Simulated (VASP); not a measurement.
# ZrB2 (P6/mmm) in VASP: a series of runs

The runs below take ZrB2 through relaxation of cell and atoms, with PBEsol.

Everything below comes from runs of VASP 6.6.1. Logs are shortened: lines on timing, memory, paths and dates and some standing lists are left out, and cuts for length are marked.

### 1 The cell of the first run

Symmetry: P6/mmm, No. 191, hexagonal system. Conventional cell: a = 3.170 Å, b = 3.170 Å, c = 3.533 Å, α = 90.00°, β = 90.00°, γ = 120.00°. Zr (site symmetry 6/mmm) has 12 B at 2.54 Å and 8 Zr at 3.17 to 3.53 Å within 3.6 Å. B (site symmetry -6m2) has 3 B at 1.83 Å within 2.4 Å.

### 2 Relaxation of cell and atoms, PBEsol

Contents of INCAR:

```
SYSTEM = ZrB2
ALGO = Normal ; EDIFF = 1E-7
EDIFFG = -0.01 ; ENCUT = 600
GGA = PS ; IBRION = 2
ISIF = 3 ; ISMEAR = -1
LASPH = .True. ; LCHARG = .False.
LREAL = .False. ; LWAVE = .False.
NELM = 100 ; NSW = 80
PREC = Accurate ; SIGMA = 0.05
```

Contents of KPOINTS:

```
k-points
0
Gamma
  10 10 8
  0 0 0
```

Contents of POSCAR:

```
ZrB2
1.0
    3.1700000000      0.0000000000      0.0000000000
   -1.5850000000      2.7453005300      0.0000000000
    0.0000000000      0.0000000000      3.5330000000
Zr B
1 2
Direct
    0.0000000000      0.0000000000      0.0000000000
    0.6666666667      0.3333333333      0.5000000000
    0.3333333333      0.6666666667      0.5000000000
```

Potentials or basis: VASP PAW PBE potentials, release 64 (Zr_sv, B).

Command:

```bash
$ cat potpaw_PBE.64/Zr_sv/POTCAR potpaw_PBE.64/B/POTCAR > POTCAR
$ mpirun -np 1 vasp_std > vasp.out
```

OUTCAR:

```text
SYSTEM = ZrB2
   EDIFF = 1E-7
   EDIFFG = -0.01
   ENCUT = 600
   GGA = PS
   IBRION = 2
   ISIF = 3
   ISMEAR = -1
   LASPH = .True.
   LREAL = .False.
   NELM = 100
   NSW = 80
   PREC = Accurate

 ion  position               nearest neighbor table
   1  0.000  0.000  0.000-   2 2.54   3 2.54   2 2.54   3 2.54   2 2.54   2 2.54   3 2.54   3 2.54
                             2 2.54   2 2.54   3 2.54   3 2.54
   2  0.667  0.333  0.500-   3 1.83   3 1.83   3 1.83   1 2.54   1 2.54   1 2.54   1 2.54   1 2.54
                             1 2.54
   3  0.333  0.667  0.500-   2 1.83   2 1.83   2 1.83   1 2.54   1 2.54   1 2.54   1 2.54   1 2.54
                             1 2.54

  LATTYP: Found a hexagonal cell.
 ALAT       =     3.1700000000
 C/A-ratio  =     1.1145110410

  Lattice vectors:

 A1 = (   3.1700000000,   0.0000000000,   0.0000000000)
 A2 = (  -1.5850000000,   2.7453005300,   0.0000000000)
 A3 = (   0.0000000000,   0.0000000000,   3.5330000000)

Analysis of symmetry for initial positions (statically):
=====================================================================
 Subroutine PRICEL returns:
 Original cell was already a primitive cell.

 Routine SETGRP: Setting up the symmetry group for a
 hexagonal supercell.

 Subroutine GETGRP returns: Found 24 space group operations
 (whereof 24 operations were pure point group operations)
 out of a pool of 24 trial point group operations.

The static configuration has the point symmetry D_6h.

Analysis of symmetry for dynamics (positions and initial velocities):
=====================================================================
 Subroutine PRICEL returns:
 Original cell was already a primitive cell.

 Routine SETGRP: Setting up the symmetry group for a
 hexagonal supercell.

 Subroutine GETGRP returns: Found 24 space group operations
 (whereof 24 operations were pure point group operations)
 out of a pool of 24 trial point group operations.

The dynamic configuration has the point symmetry D_6h.

 Subroutine INISYM returns: Found 24 space group operations
 (whereof 24 operations are pure point group operations),
 and found     1 'primitive' translations

----------------------------------------------------------------------------------------

                                     Primitive cell

  volume of cell :      30.7463

  direct lattice vectors                    reciprocal lattice vectors
     3.170000000  0.000000000  0.000000000     0.315457413  0.182129422  0.000000000
    -1.585000000  2.745300530  0.000000000     0.000000000  0.364258845  0.000000000
     0.000000000  0.000000000  3.533000000     0.000000000  0.000000000  0.283045570

  length of vectors
     3.170000000  3.170000000  3.533000000     0.364258845  0.364258845  0.283045570

  position of ions in fractional coordinates (direct lattice)
     0.000000000  0.000000000  0.000000000
     0.666666667  0.333333333  0.500000000
     0.333333333  0.666666667  0.500000000

  ion indices of the primitive-cell ions
   primitive index   ion index
                 1           1
                 2           2
                 3           3

----------------------------------------------------------------------------------------

 KPOINTS: k-points

Automatic generation of k-mesh.
 Grid dimensions read from file:
 generate k-points for:   10   10    8

 Generating k-lattice:

  Cartesian coordinates                     Fractional coordinates (reciprocal lattice)
     0.031545741  0.018212942  0.000000000     0.100000000  0.000000000  0.000000000
     0.000000000  0.036425884  0.000000000     0.000000000  0.100000000  0.000000000
     0.000000000  0.000000000  0.035380696     0.000000000  0.000000000  0.125000000

  Length of vectors
     0.036425884  0.036425884  0.035380696

  Shift w.r.t. Gamma in fractional coordinates (k-lattice)
     0.000000000  0.000000000  0.000000000

 Subroutine IBZKPT returns following result:
 ===========================================

 Found     70 irreducible k-points:

 Following reciprocal coordinates:
            Coordinates               Weight
  0.000000  0.000000  0.000000      1.000000
  0.100000 -0.000000  0.000000      6.000000
  0.200000 -0.000000  0.000000      6.000000
  0.300000  0.000000  0.000000      6.000000
  0.400000  0.000000  0.000000      6.000000
  0.500000  0.000000  0.000000      3.000000
[... 16 lines left out ...]
  0.300000  0.100000  0.125000     24.000000
  0.400000  0.100000  0.125000     24.000000
 [... further k-points ...]
   k-points           NKPTS =     70   k-points in BZ     NKDIM =     70   number of bands    NBANDS=     13
   number of dos      NEDOS =    301   number of ions     NIONS =      3
   total plane-waves  NPLWV =  21952
   dimension x,y,z NGX =    28 NGY =   28 NGZ =   28
   dimension x,y,z NGXF=    56 NGYF=   56 NGZF=   56
   ions per type =               1   2
   NGX,Y,Z   is equivalent  to a cutoff of  14.68, 14.68, 13.18 a.u.
   NGXF,Y,Z  is equivalent  to a cutoff of  29.37, 29.37, 26.35 a.u.
 SYSTEM =  ZrB2
   PREC   = accura    normal or accurate (medium, high low for compatibility)
   ISTART =      0    job   : 0-new  1-cont  2-samecut
   ICHARG =      2    charge: 1-file 2-atom 10-const
   ISPIN  =      1    spin polarized calculation?
   LNONCOLLINEAR =      F non collinear calculations
   LSORBIT =      F    spin-orbit coupling
   LASPH  =      T    aspherical Exc in radial PAW
   ENCUT  =  600.0 eV  44.10 Ry    6.64 a.u.   6.33  6.33  7.06*2*pi/ulx,y,z
   NELM   =    100;   NELMIN=  2; NELMDL= -5     # of ELM steps
   EDIFF  = 0.1E-06   stopping-criterion for ELM
   LREAL  =      F    real-space projection
   EDIFFG = -.1E-01   stopping-criterion for IOM
   NSW    =     80    number of steps for IOM
   IBRION =      2    ionic relax: 0-MD 1-quasi-New 2-CG
   NFREE  =      1    steps in history (QN), initial steepest desc. (CG)
   ISIF   =      3    stress and relaxation
   ISYM   =      2    0-nonsym 1-usesym 2-fastsym
   POTIM  = 0.5000    time-step for ionic-motion
   TEBEG  =    0.0;   TEEND  =   0.0 temperature during run
   PSTRESS=    0.0 pullay stress
   NELECT =      18.0000    total number of electrons
   NUPDOWN=      -1.0000    fix difference up-down
   EMIN   =  10.00;   EMAX   =-10.00  energy-range for DOS
   EFERMI =   0.00;   METHOD = LEGACY
   ISMEAR =    -1;   SIGMA  =   0.05  broadening in eV -4-tet -1-fermi 0-gaus
   EFERMI_NEDOS =   21; number of points for ismear=-14 and -15
   IALGO  =     38    algorithm
   IMIX   =      4    mixing-type and parameters
     AMIX     =   0.40;   BMIX     =  1.00
     AMIX_MAG =   1.60;   BMIX_MAG =  1.00
  volume/ion in A,a.u.               =      10.25        69.16
  Fermi-wavevector in a.u.,A,eV,Ry     =   1.369519  2.588016 25.518847  1.875582
  Thomas-Fermi vector in A             =   2.495387
   LORBIT       =      0    0 simple, 1 ext, 2 COOP (PROOUT), +10 PAW based schemes
   GGA     = PS    functional components
   LHFCALC =     F    Hartree Fock is set to
   AEXX    =    0.0000 exact exchange contribution
   IVDW    =     0    specifies the selected vdW correction
   LEPSILON=     F    determine dielectric tensor
   LRPA    =     F    only Hartree local field effects (RPA)
 conjugate gradient relaxation of ions
 non-spin polarized calculation
  energy-cutoff  :      600.00
  volume of cell :       30.75
 maximum number of plane-waves:      1046
 NGX is ok and might be reduce to    28
   NGX = 13   NGY = 13   NGZ = 15

--------------------------------------- Ionic step        1  -------------------------------------------

 number of electron      18.0000000 magnetization

 Free energy of the ion-electron system (eV)
  ---------------------------------------------------
  ext. energy  EPLUGINS =         0.00000000
  ---------------------------------------------------
  free energy    TOTEN  =       -26.39655282 eV

  energy without entropy =      -26.39374176  energy(sigma->0) =      -26.39514729

------------------------ aborting loop because EDIFF is reached ----------------------------------------

  FORCE on cell =-STRESS in cart. coord.  units (eV):
  Direction    XX          YY          ZZ          XY          YZ          ZX
  --------------------------------------------------------------------------------------
  -------------------------------------------------------------------------------------
  Total       -0.7134326     -0.7134326     -0.7358441      0.0000000     -0.0000000      0.0000000
  in kB      -37.1766913    -37.1766913    -38.3445472      0.0000000     -0.0000000      0.0000000
  external PRESSURE =     -37.5659766 kB  Pullay stress =       0.0000000 kB
[... 133 lines left out ...]
  energy  without entropy=      -26.3993948559  energy(sigma->0) =      -26.40078114

--------------------------------------- Ionic step        5  -------------------------------------------

 number of electron      18.0000000 magnetization

 Free energy of the ion-electron system (eV)
  ---------------------------------------------------
  ext. energy  EPLUGINS =         0.00000000
  ---------------------------------------------------
  free energy    TOTEN  =       -26.40219464 eV

  energy without entropy =      -26.39940047  energy(sigma->0) =      -26.40079756

 E-fermi :  10.4967     XC(G=0): -12.6122

 val. band max:       10.4594379628   @ k =   0.2000   0.2000   0.1250
 cond. band min:      10.6606440076   @ k =   0.1000  -0.0000   0.5000
 fundamental gap:      0.2012060448
 Fermi energy:        10.4967496306

 k-point     1 :       0.0000    0.0000    0.0000
  band No.  band energies     occupation
      1     -37.8532      2.00000
      2     -16.0840      2.00000
      3     -15.5046      2.00000
      4     -15.5046      2.00000
      5      -2.1638      2.00000
      6       7.9407      2.00000
      7       7.9407      2.00000
      8       7.9475      2.00000
      9       8.2995      2.00000
     10      14.0667      0.00000
     11      14.0667      0.00000
     12      14.8870      0.00000
     13      14.8870      0.00000
[... 353 lines left out ...]
 k-point    24 :       0.4000    0.1000    0.1250
  band No.  band energies     occupation
      1     -37.7246      2.00000
      2     -16.4428      2.00000
      3     -15.9450      2.00000
      4     -15.7831      2.00000
      5       1.3357      2.00000
      6       2.5865      2.00000
      7       6.3489      2.00000
      8       7.1260      2.00000
      9       8.5018      2.00000
     10      11.7829      0.00000
     11      14.3769      0.00000
     12      14.6299      0.00000
     13      16.3317      0.00000

 [... further k-points ...]

------------------------ aborting loop because EDIFF is reached ----------------------------------------

  FORCE on cell =-STRESS in cart. coord.  units (eV):
  Direction    XX          YY          ZZ          XY          YZ          ZX
  --------------------------------------------------------------------------------------
  -------------------------------------------------------------------------------------
  Total        0.0141236      0.0141236      0.0095896      0.0000000      0.0000000     -0.0000000
  in kB        0.7476901      0.7476901      0.5076674      0.0000000      0.0000000     -0.0000000
  external PRESSURE =       0.6676825 kB  Pullay stress =       0.0000000 kB
[... 18 lines left out ...]
  FREE ENERGIE OF THE ION-ELECTRON SYSTEM (eV)
  ---------------------------------------------------
  free  energy   TOTEN  =       -26.4021946434 eV

  energy  without entropy=      -26.3994004733  energy(sigma->0) =      -26.40079756

 reached required accuracy - stopping structural energy minimisation
```

Run time: 3 min. Hardware: 1 thread of Intel Xeon 8259CL, shared host; peak memory 0.19 GiB.

Results:

| Property | Result |
| --- | --- |
| Free energy | -26.4022 eV |
| Relaxed volume | 10.09 Å³/atom |
| Relaxed cell | a = 3.155 Å, b = 3.155 Å, c = 3.512 Å, α = 90.00°, β = 90.00°, γ = 120.00° |
| Space group after relaxing (to 0.1 Å) | P6/mmm (No. 191) |
| Energy gained by relaxing | 1.9 meV/atom |
| Ionic steps | 5 |
| Pressure after relaxing | 0.1 GPa |
| Band gap on the k mesh | zero (bands 9 and 10 overlap by 0.81 eV) |

The path:
```
step  energy change (eV)  largest force (eV/Å)  pressure (GPa)  volume (Å³)
   1              0.0000                0.0000           -3.76        30.75
   2              0.0035                0.0000            5.08        29.69
   3             -0.0056                0.0000            0.00        30.28
   4             -0.0056                0.0000            0.07        30.27
   5             -0.0056                0.0000            0.07        30.26
```

Final structure:
```xyz
3
Lattice="3.1547 0.0000 0.0000 -1.5773 2.7320 0.0000 0.0000 0.0000 3.5115" Properties=species:S:1:pos:R:3 pbc="T T T"
Zr   -1.5773    2.7320    0.0000
B     1.5773    0.9107    1.7558
B     0.0000    1.8213    1.7558
```

Levels at points of the mesh, in eV from the Fermi level:
| k point | band 7 | band 8 | band 9 | band 10 | band 11 | band 12 |
| --- | --- | --- | --- | --- | --- | --- |
| (0.00, 0.00, 0.00) | -2.56 | -2.55 | -2.20 | 3.57 | 3.57 | 4.39 |
| (0.50, 0.00, 0.00) | -3.84 | -2.95 | -2.65 | 2.39 | 2.44 | 5.14 |
| (0.00, 0.00, 0.50) | -0.84 | -0.84 | 0.41 | 0.41 | 0.88 | 0.88 |
| (0.50, 0.00, 0.50) | -4.56 | -4.09 | -1.85 | 3.94 | 4.28 | 5.53 |

Caveat: the PAW data sets were made with another functional, which shifts forces and pressure a little.

(Continued in part 2 of 3.)
